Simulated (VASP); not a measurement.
# SrCl2 (R-3m) in VASP: notebook

SrCl2 is run at these levels: PBE, LDA, r2SCAN+rVV10, r2SCAN; tasks: single point.

All numbers are computed with VASP 6.6.1; they aren't measurements. Logs are shortened: lines on timing, memory, paths and dates and some standing lists are left out, and cuts for length are marked.

## Step 1: The cell of the first run

The typed cell holds 3 atoms: a = 4.916 Å, b = 4.916 Å, c = 4.916 Å, α = 59.96°, β = 59.96°, γ = 59.96°.

## Step 2: Single point, PBE

INCAR reads:

```
SYSTEM = SrCl2
PREC = Accurate
ENCUT = 500
EDIFF = 1E-6
ISMEAR = 0
SIGMA = 0.01
LREAL = .FALSE.
LASPH = .TRUE.
NELM = 120
ALGO = Normal
ISIF = 2
LWAVE = .FALSE.
LCHARG = .FALSE.
GGA = PE
NBANDS = 19
GGA_COMPAT = .FALSE.
```

KPOINTS reads:

```
regular mesh
0
G
  2 2 2
  0 0 0
```

POSCAR reads:

```
SrCl2
1.0
    2.4567214836      1.4183888098      4.0153159317
   -2.4567214836      1.4183888098      4.0153159317
    0.0000000000     -2.8367776197      4.0153159316
Sr Cl
1 2
Direct
    0.0000000000      0.0000000000      0.0000000000
    0.2499511381      0.2499511381      0.2499511381
    0.7500488619      0.7500488619      0.7500488619
```

Potentials or basis: VASP PAW PBE potentials, release 64 (Sr_sv, Cl).

Launch:

```console
cat potpaw_PBE.64/Sr_sv/POTCAR potpaw_PBE.64/Cl/POTCAR > POTCAR
mpirun -np 1 vasp_std > vasp.out
```

OUTCAR:

```text
SYSTEM = SrCl2
   PREC = Accurate
   ENCUT = 500
   EDIFF = 1E-6
   ISMEAR = 0
   LREAL = .FALSE.
   LASPH = .TRUE.
   NELM = 120
   ISIF = 2
   GGA = PE

 ion  position               nearest neighbor table
   1  0.000  0.000  0.000-   3 3.01   2 3.01   3 3.01   3 3.01   2 3.01   2 3.01   3 3.01   2 3.01

   2  0.250  0.250  0.250-   1 3.01   1 3.01   1 3.01   1 3.01
   3  0.750  0.750  0.750-   1 3.01   1 3.01   1 3.01   1 3.01

  LATTYP: Found a trigonal (rhomboedric) cell.
 ALAT       =     4.9163064688
 COS(alpha) =     0.5005822802

  Lattice vectors:

 A1 = (   2.4567214836,   1.4183888098,   4.0153159317)
 A2 = (  -2.4567214836,   1.4183888098,   4.0153159317)
 A3 = (   0.0000000000,  -2.8367776197,   4.0153159316)

Analysis of symmetry for initial positions (statically):
=====================================================================
 Subroutine PRICEL returns:
 Original cell was already a primitive cell.

 Routine SETGRP: Setting up the symmetry group for a
 trigonal (rhombohedral) supercell.

 Subroutine GETGRP returns: Found 12 space group operations
 (whereof 12 operations were pure point group operations)
 out of a pool of 12 trial point group operations.

The static configuration has the point symmetry D_3d.

Analysis of symmetry for dynamics (positions and initial velocities):
=====================================================================
 Subroutine PRICEL returns:
 Original cell was already a primitive cell.

 Routine SETGRP: Setting up the symmetry group for a
 trigonal (rhombohedral) supercell.

 Subroutine GETGRP returns: Found 12 space group operations
 (whereof 12 operations were pure point group operations)
 out of a pool of 12 trial point group operations.

The dynamic configuration has the point symmetry D_3d.

 Subroutine INISYM returns: Found 12 space group operations
 (whereof 12 operations are pure point group operations),
 and found     1 'primitive' translations

----------------------------------------------------------------------------------------

                                     Primitive cell

  volume of cell :      83.9503

  direct lattice vectors                    reciprocal lattice vectors
     2.456721484  1.418388810  4.015315932     0.203523274  0.117504217  0.083015469
    -2.456721484  1.418388810  4.015315932    -0.203523274  0.117504217  0.083015469
     0.000000000 -2.836777620  4.015315932     0.000000000 -0.235008434  0.083015469

  length of vectors
     4.916306469  4.916306469  4.916306469     0.249239909  0.249239909  0.249239909

[... 61 lines left out ...]
   EDIFF  = 0.1E-05   stopping-criterion for ELM
   LREAL  =      F    real-space projection
   EDIFFG = 0.1E-04   stopping-criterion for IOM
   NSW    =      0    number of steps for IOM
   IBRION =     -1    ionic relax: 0-MD 1-quasi-New 2-CG
   NFREE  =      0    steps in history (QN), initial steepest desc. (CG)
   ISIF   =      2    stress and relaxation
   ISYM   =      2    0-nonsym 1-usesym 2-fastsym
   POTIM  = 0.5000    time-step for ionic-motion
   TEBEG  =    0.0;   TEEND  =   0.0 temperature during run
   PSTRESS=    0.0 pullay stress
   NELECT =      24.0000    total number of electrons
   NUPDOWN=      -1.0000    fix difference up-down
   EMIN   =  10.00;   EMAX   =-10.00  energy-range for DOS
   EFERMI =   0.00;   METHOD = LEGACY
   ISMEAR =     0;   SIGMA  =   0.01  broadening in eV -4-tet -1-fermi 0-gaus
   EFERMI_NEDOS =   21; number of points for ismear=-14 and -15
   IALGO  =     38    algorithm
   IMIX   =      4    mixing-type and parameters
     AMIX     =   0.40;   BMIX     =  1.00
     AMIX_MAG =   1.60;   BMIX_MAG =  1.00
  volume/ion in A,a.u.               =      27.98       188.84
  Fermi-wavevector in a.u.,A,eV,Ry     =   1.078461  2.037996 15.824644  1.163079
  Thomas-Fermi vector in A             =   2.214400
   LORBIT       =      0    0 simple, 1 ext, 2 COOP (PROOUT), +10 PAW based schemes
   GGA     = PE    functional components
   LHFCALC =     F    Hartree Fock is set to
   AEXX    =    0.0000 exact exchange contribution
   IVDW    =     0    specifies the selected vdW correction
   LEPSILON=     F    determine dielectric tensor
   LRPA    =     F    only Hartree local field effects (RPA)
 non-spin polarized calculation
 Gauss-broadening in eV      SIGMA  =   0.01
  energy-cutoff  :      500.00
  volume of cell :       83.95
 maximum number of plane-waves:      2120
 NGX is ok and might be reduce to    36
   NGX = 17   NGY = 17   NGZ = 17

 number of electron      24.0000003 magnetization

 Free energy of the ion-electron system (eV)
  ---------------------------------------------------
  ext. energy  EPLUGINS =         0.00000000
  ---------------------------------------------------
  free energy    TOTEN  =       -12.73204174 eV

  energy without entropy =      -12.73204174  energy(sigma->0) =      -12.73204174

 E-fermi :   0.3229     XC(G=0):  -8.3272

 val. band max:        0.2438500248   @ k =   0.5000   0.5000  -0.0000
 cond. band min:       5.6146308371   @ k =   0.0000   0.0000   0.0000
 fundamental gap:      5.3707808123
 Fermi energy:         0.3228683144

 k-point     1 :       0.0000    0.0000    0.0000
  band No.  band energies     occupation
      1     -32.6363      2.00000
      2     -14.6322      2.00000
      3     -14.6321      2.00000
      4     -14.6321      2.00000
      5     -13.0959      2.00000
      6     -12.2212      2.00000
[... 65 lines left out ...]
      6     -12.2878      2.00000
[... 11 lines left out ...]
     18       8.8958      0.00000
     19       9.0910      0.00000

------------------------ aborting loop because EDIFF is reached ----------------------------------------

  FORCE on cell =-STRESS in cart. coord.  units (eV):
  Direction    XX          YY          ZZ          XY          YZ          ZX
  --------------------------------------------------------------------------------------
  -------------------------------------------------------------------------------------
  Total        0.9210716      0.9210716      0.9114585      0.0000000      0.0000000      0.0000000
  in kB       17.5784981     17.5784981     17.3950346      0.0000000      0.0000000      0.0000000
  external PRESSURE =      17.5173436 kB  Pullay stress =       0.0000000 kB

 VOLUME and BASIS-vectors are now :
 -----------------------------------------------------------------------------
  energy-cutoff  :      500.00
  volume of cell :       83.95
      direct lattice vectors                 reciprocal lattice vectors
     2.456721484  1.418388810  4.015315932     0.203523274  0.117504217  0.083015469
    -2.456721484  1.418388810  4.015315932    -0.203523274  0.117504217  0.083015469
     0.000000000 -2.836777620  4.015315932     0.000000000 -0.235008434  0.083015469

 POSITION                                       TOTAL-FORCE (eV/Angst)
 -----------------------------------------------------------------------------------
      0.00000      0.00000      0.00000         0.000000     -0.000000      0.000000
      0.00000     -0.00000      3.01090        -0.000000      0.000000     -0.000295
      0.00000     -0.00000      9.03505        -0.000000     -0.000000      0.000295
 -----------------------------------------------------------------------------------
    total drift:                               -0.000000     -0.000000      0.000000

  FREE ENERGIE OF THE ION-ELECTRON SYSTEM (eV)
  ---------------------------------------------------
  free  energy   TOTEN  =       -12.7320417408 eV

  energy  without entropy=      -12.7320417408  energy(sigma->0) =      -12.73204174
```

stdout:

```text
POSCAR found type information on POSCAR SrCl
 POSCAR found :  2 types and       3 ions
 scaLAPACK will be used
 LDA part: xc-table for (Slater+PW92), standard interpolation
 POSCAR, INCAR and KPOINTS ok, starting setup
 FFT: planning ... GRIDC
 FFT: planning ... GRID_SOFT
 FFT: planning ... GRID
 WAVECAR not read
 entering main loop
```

It took 16 s on 1 thread of Intel Xeon 8259CL, shared host; peak memory 0.2 GiB.

Results:

```
Free energy            : -12.7320 eV
Pressure               : 1.8 GPa
Band gap on the k mesh : 5.37 eV (least direct gap 5.48 eV)
```

Caveat: the k points lie up to 0.78 Å⁻¹ apart. A k mesh can miss the band edges.

## Step 3: Single point, LDA

INCAR reads:

```
PREC = Accurate
ENCUT = 500
EDIFF = 1E-6
ISMEAR = 0
SIGMA = 0.01
LREAL = False
LASPH = True
NELM = 120
ALGO = Normal
ISIF = 2
LWAVE = False
LCHARG = False
NBANDS = 19
GGA_COMPAT = False
```

KPOINTS reads:

```
regular mesh
0
Gamma
  4 4 4
```

POSCAR is that of step 2.

Potentials or basis: VASP PAW LDA potentials, release 64 (Sr_sv, Cl).

Launch:

```console
cat potpaw_LDA.64/Sr_sv/POTCAR potpaw_LDA.64/Cl/POTCAR > POTCAR
mpirun -np 1 vasp_std > vasp.out
```

OUTCAR:

```text
PREC = Accurate
   ENCUT = 500
   EDIFF = 1E-6
   ISMEAR = 0
   LREAL = False
   LASPH = True
   NELM = 120
   ISIF = 2

 ion  position               nearest neighbor table
   1  0.000  0.000  0.000-   3 3.01   2 3.01   3 3.01   3 3.01   2 3.01   2 3.01   3 3.01   2 3.01

   2  0.250  0.250  0.250-   1 3.01   1 3.01   1 3.01   1 3.01
   3  0.750  0.750  0.750-   1 3.01   1 3.01   1 3.01   1 3.01

  LATTYP: Found a trigonal (rhomboedric) cell.
 ALAT       =     4.9163064688
 COS(alpha) =     0.5005822802

  Lattice vectors:

[... 462 lines left out ...]

  FORCE on cell =-STRESS in cart. coord.  units (eV):
  Direction    XX          YY          ZZ          XY          YZ          ZX
  --------------------------------------------------------------------------------------
  -------------------------------------------------------------------------------------
  Total       -1.2486069     -1.2486069     -1.2575455      0.0000000     -0.0000000      0.0000000
  in kB      -23.8294555    -23.8294555    -24.0000470      0.0000000     -0.0000000      0.0000000
  external PRESSURE =     -23.8863193 kB  Pullay stress =       0.0000000 kB

 VOLUME and BASIS-vectors are now :
 -----------------------------------------------------------------------------
  energy-cutoff  :      500.00
  volume of cell :       83.95
      direct lattice vectors                 reciprocal lattice vectors
     2.456721484  1.418388810  4.015315932     0.203523274  0.117504217  0.083015469
    -2.456721484  1.418388810  4.015315932    -0.203523274  0.117504217  0.083015469
     0.000000000 -2.836777620  4.015315932     0.000000000 -0.235008434  0.083015469

 POSITION                                       TOTAL-FORCE (eV/Angst)
 -----------------------------------------------------------------------------------
      0.00000      0.00000      0.00000         0.000000      0.000000      0.000000
      0.00000     -0.00000      3.01090         0.000000     -0.000000      0.000112
      0.00000     -0.00000      9.03505         0.000000      0.000000     -0.000112
 -----------------------------------------------------------------------------------
    total drift:                               -0.000000     -0.000000      0.000000

  FREE ENERGIE OF THE ION-ELECTRON SYSTEM (eV)
  ---------------------------------------------------
  free  energy   TOTEN  =       -14.0399770427 eV

  energy  without entropy=      -14.0399770427  energy(sigma->0) =      -14.03997704
```

OSZICAR:

```text
N       E                     dE             d eps       ncg     rms          rms(c)
DAV:   1     0.134690353100E+03    0.13469E+03   -0.11194E+04   494   0.109E+03
DAV:   2    -0.566450359596E+01   -0.14035E+03   -0.13674E+03   646   0.224E+02
DAV:   3    -0.140937036837E+02   -0.84292E+01   -0.84014E+01   665   0.531E+01
DAV:   4    -0.143594439857E+02   -0.26574E+00   -0.26533E+00   766   0.828E+00
DAV:   5    -0.143620283010E+02   -0.25843E-02   -0.25839E-02   678   0.853E-01    0.141E+01
DAV:   6    -0.140730789080E+02    0.28895E+00   -0.53615E-01   554   0.400E+00    0.916E+00
DAV:   7    -0.140441648793E+02    0.28914E-01   -0.28365E-01   648   0.321E+00    0.165E+00
DAV:   8    -0.140393875073E+02    0.47774E-02   -0.51088E-02   573   0.117E+00    0.312E-01
DAV:   9    -0.140397368440E+02   -0.34934E-03   -0.14659E-03   587   0.237E-01    0.110E-01
DAV:  10    -0.140399375868E+02   -0.20074E-03   -0.13257E-04   605   0.673E-02    0.244E-02
DAV:  11    -0.140399740414E+02   -0.36455E-04   -0.23523E-05   619   0.300E-02    0.224E-02
DAV:  12    -0.140399763768E+02   -0.23355E-05   -0.47968E-06   601   0.109E-02    0.516E-03
DAV:  13    -0.140399770427E+02   -0.66585E-06   -0.62563E-07   479   0.427E-03
   1 F= -.14039977E+02 E0= -.14039977E+02  d E =-.277775E-35
```

stdout:

```text
POSCAR found type information on POSCAR SrCl
 POSCAR found :  2 types and       3 ions
 scaLAPACK will be used
 LDA part: xc-table for (Slater(with rela. corr.)+CA(PZ))
 , standard interpolation
 POSCAR, INCAR and KPOINTS ok, starting setup
 FFT: planning ... GRIDC
 FFT: planning ... GRID_SOFT
 FFT: planning ... GRID
 WAVECAR not read
 entering main loop
```

Wall time 29 s (1 thread of Intel Xeon 8259CL, shared host); peak memory 0.18 GiB.

What came out:

```
Free energy            : -14.0400 eV
Pressure               : -2.4 GPa
Band gap on the k mesh : 4.93 eV (least direct gap 5.14 eV)
```

## Step 4: Single point, r2SCAN+rVV10

POSCAR is that of step 3.

INCAR.step1 reads:

```
SYSTEM = SrCl2
PREC = Accurate ; ENCUT = 550
ISMEAR = 0 ; SIGMA = 0.01
LREAL = .False. ; LASPH = .True.
NELM = 120 ; NBANDS = 19
GGA = PE ; ALGO = Normal
EDIFF = 1E-5 ; LWAVE = .True.
LCHARG = .False. ; GGA_COMPAT = .False.
```

INCAR.step2 reads:

```
SYSTEM = SrCl2
PREC = Accurate ; ENCUT = 550
EDIFF = 1E-6 ; ISMEAR = 0
SIGMA = 0.01 ; LREAL = .False.
LASPH = .True. ; NELM = 120
ALGO = Normal ; ISIF = 2
LWAVE = .False. ; LCHARG = .True.
METAGGA = R2SCAN ; LMIXTAU = .True.
LUSE_VDW = .True. ; IVDW_NL = 2
BPARAM = 11.95 ; CPARAM = 0.0093
LELF = .True. ; LVHAR = .True.
NBANDS = 19 ; ISTART = 1
GGA_COMPAT = .False.
```

KPOINTS reads:

```
Automatic mesh
0
Gamma
  4 4 4
  0 0 0
```

Potentials or basis: VASP PAW PBE potentials, release 64 (Sr_sv, Cl).

Launch:

```console
cat potpaw_PBE.64/Sr_sv/POTCAR potpaw_PBE.64/Cl/POTCAR > POTCAR
cp INCAR.step1 INCAR
mpirun -np 1 vasp_std > vasp.out
cp INCAR.step2 INCAR
mpirun -np 1 vasp_std > vasp.out
```

OUTCAR:

```text
SYSTEM = SrCl2
   PREC = Accurate
   ENCUT = 550
   EDIFF = 1E-6
   ISMEAR = 0
   LREAL = .False.
   LASPH = .True.
   NELM = 120
   ISIF = 2
   METAGGA = R2SCAN
   IVDW_NL = 2
   BPARAM = 11.95
   ISTART = 1

 ion  position               nearest neighbor table
   1  0.000  0.000  0.000-   3 3.01   2 3.01   3 3.01   3 3.01   2 3.01   2 3.01   3 3.01   2 3.01

   2  0.250  0.250  0.250-   1 3.01   1 3.01   1 3.01   1 3.01
   3  0.750  0.750  0.750-   1 3.01   1 3.01   1 3.01   1 3.01
[... 472 lines left out ...]

  FORCE on cell =-STRESS in cart. coord.  units (eV):
  Direction    XX          YY          ZZ          XY          YZ          ZX
  --------------------------------------------------------------------------------------
  -------------------------------------------------------------------------------------
  Total        0.0844624      0.0844624      0.0743980     -0.0000000      0.0000000      0.0000000
  in kB        1.6119506      1.6119506      1.4198734     -0.0000000      0.0000000      0.0000000
  external PRESSURE =       1.5479249 kB  Pullay stress =       0.0000000 kB

 VOLUME and BASIS-vectors are now :
 -----------------------------------------------------------------------------
  energy-cutoff  :      550.00
  volume of cell :       83.95
      direct lattice vectors                 reciprocal lattice vectors
     2.456721484  1.418388810  4.015315932     0.203523274  0.117504217  0.083015469
    -2.456721484  1.418388810  4.015315932    -0.203523274  0.117504217  0.083015469
     0.000000000 -2.836777620  4.015315932     0.000000000 -0.235008434  0.083015469

 POSITION                                       TOTAL-FORCE (eV/Angst)
 -----------------------------------------------------------------------------------
      0.00000      0.00000      0.00000         0.000000     -0.000000      0.000000
      0.00000     -0.00000      3.01090         0.000000      0.000000     -0.000236
      0.00000     -0.00000      9.03505         0.000000     -0.000000      0.000236
 -----------------------------------------------------------------------------------
    total drift:                               -0.000000     -0.000000      0.000000

  FREE ENERGIE OF THE ION-ELECTRON SYSTEM (eV)
  ---------------------------------------------------
  free  energy   TOTEN  =       -35.0413879688 eV

  energy  without entropy=      -35.0413879688  energy(sigma->0) =      -35.04138797
```

OUTCAR.step1:

```text
SYSTEM = SrCl2
   PREC = Accurate
   ENCUT = 550
   ISMEAR = 0
   LREAL = .False.
   LASPH = .True.
[... 499 lines left out ...]
      0.00000      0.00000      0.00000         0.000000     -0.000000      0.000000
      0.00000     -0.00000      3.01090        -0.000000      0.000000     -0.000153
      0.00000     -0.00000      9.03505        -0.000000     -0.000000      0.000153
 -----------------------------------------------------------------------------------
    total drift:                               -0.000000     -0.000000      0.000000

  FREE ENERGIE OF THE ION-ELECTRON SYSTEM (eV)
  ---------------------------------------------------
  free  energy   TOTEN  =       -12.7744852595 eV

  energy  without entropy=      -12.7744852595  energy(sigma->0) =      -12.77448526
```

OSZICAR.step1:

```text
N       E                     dE             d eps       ncg     rms          rms(c)
DAV:   1     0.142227034786E+03    0.14223E+03   -0.11851E+04   494   0.119E+03
DAV:   2    -0.404765581816E+01   -0.14627E+03   -0.14254E+03   640   0.225E+02
DAV:   3    -0.127884502664E+02   -0.87408E+01   -0.87145E+01   641   0.545E+01
DAV:   4    -0.130433737544E+02   -0.25492E+00   -0.25440E+00   814   0.829E+00
DAV:   5    -0.130471386377E+02   -0.37649E-02   -0.37642E-02   675   0.919E-01    0.133E+01
DAV:   6    -0.127566057628E+02    0.29053E+00   -0.58240E-01   554   0.427E+00    0.850E+00
DAV:   7    -0.127667064653E+02   -0.10101E-01   -0.36711E-01   664   0.364E+00    0.210E+00
DAV:   8    -0.127720252665E+02   -0.53188E-02   -0.55646E-02   560   0.130E+00    0.421E-01
DAV:   9    -0.127729931085E+02   -0.96784E-03   -0.19428E-03   606   0.266E-01    0.153E-01
DAV:  10    -0.127743604470E+02   -0.13673E-02   -0.96205E-04   524   0.183E-01    0.382E-02
DAV:  11    -0.127744610248E+02   -0.10058E-03   -0.66135E-05   618   0.462E-02    0.418E-02
DAV:  12    -0.127744840039E+02   -0.22979E-04   -0.23137E-05   491   0.246E-02    0.431E-03
DAV:  13    -0.127744852595E+02   -0.12556E-05   -0.15617E-06   513   0.706E-03
   1 F= -.12774485E+02 E0= -.12774485E+02  d E =-.868405E-78
```

Wall time 5.9 min (1 thread of Intel Xeon 8259CL, shared host); peak memory 0.49 GiB.

What came out:

```
Free energy            : -35.0414 eV
Pressure               : 0.2 GPa
Band gap on the k mesh : 5.86 eV (least direct gap 5.88 eV)
```

Levels at points of the mesh, in eV from the valence-band top:
| k point | band 8 | band 9 | band 10 | band 11 | band 12 | band 13 | band 14 | band 15 | band 16 | band 17 |
| --- | --- | --- | --- | --- | --- | --- | --- | --- | --- | --- |
| (0.00, 0.00, 0.00) | -2.20 | -2.20 | -0.36 | -0.36 | -0.35 | 5.86 | 6.65 | 6.65 | 9.55 | 9.56 |
| (0.50, 0.00, 0.00) | -1.62 | -1.52 | -1.38 | -1.09 | -1.09 | 7.26 | 7.26 | 8.06 | 8.28 | 9.39 |
| (0.50, 0.50, 0.00) | -1.96 | -1.96 | -0.41 | -0.41 | 0.00 | 5.88 | 7.80 | 8.22 | 8.73 | 8.74 |
| (0.50, 0.50, 0.50) | -1.62 | -1.52 | -1.38 | -1.09 | -1.09 | 7.26 | 7.26 | 8.05 | 8.28 | 9.39 |

Caveat: the PAW data sets were made with another functional, which shifts forces and pressure a little.

[end of part 1 of 2]
